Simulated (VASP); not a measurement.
Set up this calculation in VASP 6.6.1, as the native input.

```
Task                   : single point
Functional             : LDA
Potentials or basis    : VASP PAW LDA potentials, release 64 (Mg, S)
Cutoff                 : 520 eV
k mesh                 : 3 × 3 × 3
Occupations            : gaussian, width 0.01 eV
Spin                   : no spin polarisation
Dipole correction      : no
Further INCAR settings : ALGO = Normal; EDIFF = 1e-06; NBANDS = 11
```

The structure of MgS lies in POSCAR:

```
MgS
1.0
    0.0345200000      2.7756700000      2.7968600000
    2.8976600000     -0.0186200000      2.8500000000
    2.8422900000      2.7734400000      0.0367600000
Mg S
1 1
Direct
    0.0008000000      0.0055100000      0.9968700000
    0.7523600000      0.7537600000      0.7483900000
```

The input as run:

INCAR

```
PREC = Accurate
ENCUT = 520
EDIFF = 1E-6
ISMEAR = 0
SIGMA = 0.01
LREAL = False
LASPH = True
NELM = 80
ALGO = Normal
ISIF = 2
LWAVE = False
LCHARG = True
GGA = CA
LELF = True
LVHAR = True
NBANDS = 11
```

KPOINTS

```
Automatic mesh
0
Gamma
  3 3 3
```

Potentials or basis: VASP PAW LDA potentials, release 64 (Mg, S).

Run with:

```sh
$ cat potpaw_LDA.64/Mg/POTCAR potpaw_LDA.64/S/POTCAR > POTCAR
$ mpirun -np 1 vasp_std > vasp.out
```

Results of the run:

```
Pressure               : -0.8 GPa
Largest force          : 0.146 eV/Å
Band gap on the k mesh : 3.18 eV, direct
```

Caveat: the k points lie up to 0.65 Å⁻¹ apart.

Wall time 6 s on 1 thread of Intel(R) Xeon(R) Platinum 8259CL CPU @ 2.50GHz (Skylake/Cascade Lake) (shared host), peak memory 0.14 GiB.
